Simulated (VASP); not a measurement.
# Al (Cmcm) in VASP: notebook

Al is run at these levels: PBE; tasks: single point.

Program: VASP 6.6.1. These are calculated values, not measurements. Logs are shortened: lines on timing, memory, paths and dates and some standing lists are left out, and cuts for length are marked.

## (1) The cell of the first run

It takes space group Cmcm (No. 63, orthorhombic). The conventional cell has a = 4.575 Å, b = 3.235 Å, c = 4.575 Å, α = 90.00°, β = 90.00°, γ = 90.00°. Within 3.6 Å of Al (site symmetry m2m) lie 14 Al at 2.73 to 3.24 Å.

## (2) Single point, PBE (mode 1 frozen in at +0.000 Å and mode 5 at -0.061 Å (largest displacements))

INCAR reads:

```
ALGO     = Fast           # electronic algorithm
EDIFF    = 1E-6           # SCF threshold, eV
ENCUT    = 520            # plane-wave cutoff, eV
GGA      = PE             # functional
ISIF     = 2              # what is computed and relaxed
ISMEAR   = 0              # smearing method
LASPH    = T              # aspherical terms in the spheres
LCHARG   = T              # write CHGCAR
LELF     = T              # ELF
LREAL    = F              # projectors in reciprocal space
LVHAR    = T            
LWAVE    = F              # write WAVECAR
NBANDS   = 10             # bands
NELM     = 80             # most SCF steps
PREC     = Accurate       # precision mode
SIGMA    = 0.15           # smearing width, eV
```

KPOINTS reads:

```
k-points
0
Gamma
  20 20 12
```

POSCAR reads:

```
Al
1.0
   -1.6175102401      1.6175102401      1.6175102401
    1.6175102401     -1.6175102401      1.6175102401
    3.2350204801      3.2350204801      0.0000000000
Al
2
Direct
   -0.0190106988     -0.0190106988      0.0000000000
    0.5190106988      0.5190106988      0.5000000000
```

Potentials or basis: VASP PAW PBE potentials, release 64 (Al).

Started as:

```sh
$ cat potpaw_PBE.64/Al/POTCAR > POTCAR
$ mpirun -np 1 vasp_std > vasp.out
```

OUTCAR:

```text
EDIFF = 1E-6
   ENCUT = 520
   GGA = PE
   ISIF = 2
   ISMEAR = 0
   LASPH = T
   LREAL = F
   NELM = 80
   PREC = Accurate

 ion  position               nearest neighbor table
   1  0.981  0.981  0.000-   2 2.73   2 2.73   2 2.87   2 2.87   2 3.24   2 3.24   2 3.24   2 3.24

   2  0.519  0.519  0.500-   1 2.73   1 2.73   1 2.87   1 2.87   1 3.24   1 3.24   1 3.24   1 3.24

  LATTYP: Found a base centered orthorhombic cell.
 ALAT       =     3.2350204802
 B/A-ratio  =     1.4142135624
 C/A-ratio  =     1.4142135623

  Lattice vectors:

 A1 = (  -1.6175102401,   1.6175102401,   1.6175102401)
 A2 = (   1.6175102401,  -1.6175102401,   1.6175102401)
 A3 = (   3.2350204801,   3.2350204801,   0.0000000000)

Analysis of symmetry for initial positions (statically):
=====================================================================
 Subroutine PRICEL returns:
 Original cell was already a primitive cell.

 Routine SETGRP: Setting up the symmetry group for a
 base centered orthorhombic supercell.

 Subroutine GETGRP returns: Found  8 space group operations
 (whereof  4 operations were pure point group operations)
 out of a pool of  8 trial point group operations.

The static configuration has the point symmetry C_2v.
 The point group associated with its full space group is D_2h.

Analysis of symmetry for dynamics (positions and initial velocities):
=====================================================================
 Subroutine PRICEL returns:
 Original cell was already a primitive cell.

 Routine SETGRP: Setting up the symmetry group for a
 base centered orthorhombic supercell.

 Subroutine GETGRP returns: Found  8 space group operations
 (whereof  4 operations were pure point group operations)
 out of a pool of  8 trial point group operations.

The dynamic configuration has the point symmetry C_2v.
 The point group associated with its full space group is D_2h.

 Subroutine INISYM returns: Found  8 space group operations
 (whereof  4 operations are pure point group operations),
 and found     1 'primitive' translations

----------------------------------------------------------------------------------------

                                     Primitive cell

  volume of cell :      33.8556

  direct lattice vectors                    reciprocal lattice vectors
    -1.617510240  1.617510240  1.617510240    -0.154558527  0.154558527  0.309117054
     1.617510240 -1.617510240  1.617510240     0.154558527 -0.154558527  0.309117054
     3.235020480  3.235020480  0.000000000     0.154558527  0.154558527  0.000000000

  length of vectors
     2.801609918  2.801609918  4.575009838     0.378589526  0.378589526  0.218578765

  position of ions in fractional coordinates (direct lattice)
     0.980989301  0.980989301  0.000000000
     0.519010699  0.519010699  0.500000000

  ion indices of the primitive-cell ions
   primitive index   ion index
                 1           1
                 2           2

----------------------------------------------------------------------------------------

 KPOINTS: k-points

Automatic generation of k-mesh.
 Grid dimensions read from file:
 generate k-points for:   20   20   12

 Generating k-lattice:

  Cartesian coordinates                     Fractional coordinates (reciprocal lattice)
    -0.007727926  0.007727926  0.015455853     0.050000000  0.000000000  0.000000000
     0.007727926 -0.007727926  0.015455853     0.000000000  0.050000000  0.000000000
     0.012879877  0.012879877  0.000000000     0.000000000  0.000000000  0.083333333

  Length of vectors
     0.018929476  0.018929476  0.018214897

  Shift w.r.t. Gamma in fractional coordinates (k-lattice)
     0.000000000  0.000000000  0.000000000

 Subroutine IBZKPT returns following result:
 ===========================================

 Found    777 irreducible k-points:

 Following reciprocal coordinates:
            Coordinates               Weight
  0.000000  0.000000  0.000000      1.000000
  0.050000  0.000000  0.000000      4.000000
  0.100000  0.000000  0.000000      4.000000
  0.150000  0.000000  0.000000      4.000000
  0.200000  0.000000  0.000000      4.000000
  0.250000  0.000000  0.000000      4.000000
[... 16 lines left out ...]
 -0.400000  0.050000  0.000000      4.000000
 -0.350000  0.050000  0.000000      4.000000
 [... further k-points ...]
   k-points           NKPTS =    777   k-points in BZ     NKDIM =    777   number of bands    NBANDS=     10
   number of dos      NEDOS =    301   number of ions     NIONS =      2
   total plane-waves  NPLWV =  20736
   dimension x,y,z NGX =    24 NGY =   24 NGZ =   36
   dimension x,y,z NGXF=    48 NGYF=   48 NGZF=   72
   ions per type =               2
   NGX,Y,Z   is equivalent  to a cutoff of  14.24, 14.24, 13.08 a.u.
   NGXF,Y,Z  is equivalent  to a cutoff of  28.48, 28.48, 26.16 a.u.
 SYSTEM =  unknown system
   PREC   = accura    normal or accurate (medium, high low for compatibility)
   ISTART =      0    job   : 0-new  1-cont  2-samecut
   ICHARG =      2    charge: 1-file 2-atom 10-const
   ISPIN  =      1    spin polarized calculation?
   LNONCOLLINEAR =      F non collinear calculations
   LSORBIT =      F    spin-orbit coupling
   LASPH  =      T    aspherical Exc in radial PAW
   ENCUT  =  520.0 eV  38.22 Ry    6.18 a.u.   5.21  5.21  8.51*2*pi/ulx,y,z
   NELM   =     80;   NELMIN=  2; NELMDL= -5     # of ELM steps
   EDIFF  = 0.1E-05   stopping-criterion for ELM
   LREAL  =      F    real-space projection
   EDIFFG = 0.1E-04   stopping-criterion for IOM
   NSW    =      0    number of steps for IOM
   IBRION =     -1    ionic relax: 0-MD 1-quasi-New 2-CG
   NFREE  =      0    steps in history (QN), initial steepest desc. (CG)
   ISIF   =      2    stress and relaxation
   ISYM   =      2    0-nonsym 1-usesym 2-fastsym
   POTIM  = 0.5000    time-step for ionic-motion
   TEBEG  =    0.0;   TEEND  =   0.0 temperature during run
   PSTRESS=    0.0 pullay stress
   NELECT =       6.0000    total number of electrons
   NUPDOWN=      -1.0000    fix difference up-down
   EMIN   =  10.00;   EMAX   =-10.00  energy-range for DOS
   EFERMI =   0.00;   METHOD = LEGACY
   ISMEAR =     0;   SIGMA  =   0.15  broadening in eV -4-tet -1-fermi 0-gaus
   EFERMI_NEDOS =   21; number of points for ismear=-14 and -15
   IALGO  =     68    algorithm
   IMIX   =      4    mixing-type and parameters
     AMIX     =   0.40;   BMIX     =  1.00
     AMIX_MAG =   1.60;   BMIX_MAG =  1.00
  volume/ion in A,a.u.               =      16.93       114.23
  Fermi-wavevector in a.u.,A,eV,Ry     =   0.919563  1.737722 11.505037  0.845596
  Thomas-Fermi vector in A             =   2.044771
   LORBIT       =      0    0 simple, 1 ext, 2 COOP (PROOUT), +10 PAW based schemes
   GGA     = PE    functional components
   LHFCALC =     F    Hartree Fock is set to
   AEXX    =    0.0000 exact exchange contribution
   IVDW    =     0    specifies the selected vdW correction
   LEPSILON=     F    determine dielectric tensor
   LRPA    =     F    only Hartree local field effects (RPA)
 non-spin polarized calculation
 RMM-DIIS sequential band-by-band and
 Gauss-broadening in eV      SIGMA  =   0.15
  energy-cutoff  :      520.00
  volume of cell :       33.86
 maximum number of plane-waves:       928
 NGX is ok and might be reduce to    24
   NGX = 11   NGY = 11   NGZ = 17

 number of electron       6.0000000 magnetization

 Free energy of the ion-electron system (eV)
  ---------------------------------------------------
  ext. energy  EPLUGINS =         0.00000000
  ---------------------------------------------------
  free energy    TOTEN  =        -7.29019045 eV

  energy without entropy =       -7.28067613  energy(sigma->0) =       -7.28543329

 E-fermi :   7.7216     XC(G=0): -10.1077

 val. band max:        7.7210917466   @ k =  -0.3000   0.1500   0.1667
 cond. band min:       7.7230697402   @ k =   0.2000   0.1500   0.1667
 fundamental gap:      0.0019779937
 Fermi energy:         7.7215649337

 k-point     1 :       0.0000    0.0000    0.0000
  band No.  band energies     occupation
      1      -3.2194      2.00000
      2       3.5083      2.00000
      3       3.9044      2.00000
      4      15.7150      0.00000
      5      15.9576      0.00000
      6      17.4977      0.00000
      7      18.8241      0.00000
      8      20.8559      0.00000
      9      20.8811      0.00000
     10      20.9010      0.00000

 k-point     2 :       0.0500    0.0000    0.0000
  band No.  band energies     occupation
      1      -3.1664      2.00000
      2       3.5576      2.00000
      3       3.9565      2.00000
      4      14.6664      0.00000
      5      15.9090      0.00000
      6      17.9973      0.00000
      7      19.5372      0.00000
      8      20.1882      0.00000
      9      20.2411      0.00000
     10      20.6343      0.00000

 k-point     3 :       0.1000    0.0000    0.0000
  band No.  band energies     occupation
      1      -3.0073      2.00000
      2       3.7053      2.00000
      3       4.1124      2.00000
      4      13.0712      0.00000
      5      15.6140      0.00000
      6      18.5380      0.00000
      7      18.9788      0.00000
      8      19.1425      0.00000
      9      20.0142      0.00000
     10      21.0470      0.00000

 k-point     4 :       0.1500    0.0000    0.0000
  band No.  band energies     occupation
      1      -2.7425      2.00000
      2       3.9516      2.00000
      3       4.3708      2.00000
      4      11.4420      0.00000
      5      15.2996      0.00000
      6      17.5160      0.00000
      7      17.5584      0.00000
      8      19.1723      0.00000
      9      19.6820      0.00000
     10      21.5646      0.00000
[... 222 lines left out ...]
 k-point    22 :      -0.4500    0.0500    0.0000
  band No.  band energies     occupation
      1       0.7589      2.00000
      2       3.4860      2.00000
      3       7.2466      1.99999
      4       7.8385      0.27017
      5       9.9082      0.00000
      6      10.4426      0.00000
      7      14.0999      0.00000
      8      16.5722      0.00000
      9      20.5566      0.00000
     10      21.0819      0.00000

 k-point    23 :      -0.4000    0.0500    0.0000
  band No.  band energies     occupation
      1      -0.0866      2.00000
      2       4.6604      2.00000
      3       6.4466      2.00000
      4       7.0467      2.00000
      5      11.0669      0.00000
      6      11.5694      0.00000
      7      14.5746      0.00000
      8      16.4467      0.00000
      9      21.0513      0.00000
     10      21.4982      0.00000

 k-point    24 :      -0.3500    0.0500    0.0000
  band No.  band energies     occupation
      1      -0.8330      2.00000
      2       5.7416      2.00000
      3       5.7508      2.00000
      4       6.5225      2.00000
      5      12.3231      0.00000
      6      12.7707      0.00000
      7      15.1343      0.00000
      8      16.4050      0.00000
      9      21.6433      0.00000
     10      21.6547      0.00000

 [... further k-points ...]
[... 5 lines left out ...]
  --------------------------------------------------------------------------------------
  -------------------------------------------------------------------------------------
  Total        0.0632581      0.0632581      0.0124000      0.0329819      0.0000000     -0.0000000
  in kB        2.9936134      2.9936134      0.5868161      1.5608271      0.0000000     -0.0000000
  external PRESSURE =       2.1913477 kB  Pullay stress =       0.0000000 kB

 VOLUME and BASIS-vectors are now :
 -----------------------------------------------------------------------------
  energy-cutoff  :      520.00
  volume of cell :       33.86
      direct lattice vectors                 reciprocal lattice vectors
    -1.617510240  1.617510240  1.617510240    -0.154558527  0.154558527  0.309117054
     1.617510240 -1.617510240  1.617510240     0.154558527 -0.154558527  0.309117054
     3.235020480  3.235020480  0.000000000     0.154558527  0.154558527  0.000000000

 POSITION                                       TOTAL-FORCE (eV/Angst)
 -----------------------------------------------------------------------------------
      0.00000      0.00000      3.17352         0.000000      0.000000      0.241519
      1.61751      1.61751      1.67901        -0.000000     -0.000000     -0.241519
 -----------------------------------------------------------------------------------
    total drift:                               -0.000000      0.000000     -0.000000

  FREE ENERGIE OF THE ION-ELECTRON SYSTEM (eV)
  ---------------------------------------------------
  free  energy   TOTEN  =        -7.2901904521 eV

  energy  without entropy=       -7.2806761328  energy(sigma->0) =       -7.28543329
```

Wall time 79 s (1 thread of Intel Xeon Platinum 8488C (Sapphire Rapids), shared host); peak memory 0.32 GiB.

Results:

```
Free energy            : -7.2902 eV
Pressure               : 0.2 GPa
Largest force          : 0.242 eV/Å
Band gap on the k mesh : zero (band 3 reaches 12.69 eV, above the bottom of band 4 at 3.91 eV)
```

Forces in eV/Å, atoms in the order of the input:
```
Al   0.000  0.000  0.242
Al   0.000  0.000 -0.242
```

Stress tensor (GPa, compression positive):
```
0.30 0.16 0.00
0.16 0.30 0.00
0.00 0.00 0.06
```

Levels at points of the mesh, in eV from the Fermi level:
| k point | band 1 | band 2 | band 3 | band 4 | band 5 | band 6 |
| --- | --- | --- | --- | --- | --- | --- |
| (0.00, 0.00, 0.00) | -10.94 | -4.21 | -3.82 | 7.99 | 8.24 | 9.78 |
| (0.50, 0.00, 0.00) | -5.80 | -5.66 | 0.53 | 0.92 | 1.25 | 1.35 |
| (0.50, 0.50, 0.00) | -4.21 | -3.82 | 1.82 | 1.84 | 1.86 | 3.02 |
| (0.00, 0.00, 0.50) | -9.18 | -9.18 | 4.24 | 4.24 | 9.42 | 9.42 |
| (0.50, 0.00, 0.50) | -4.22 | -4.22 | -3.81 | -3.81 | 7.91 | 7.91 |
| (0.50, 0.50, 0.50) | -2.57 | -2.57 | -2.12 | -2.12 | 3.41 | 3.41 |

Caveat: the cell differs from its parent crystal (mode 1 frozen in at +0.000 Å and mode 5 at -0.061 Å (largest displacements)).

(Part 1 of 2 ends here.)
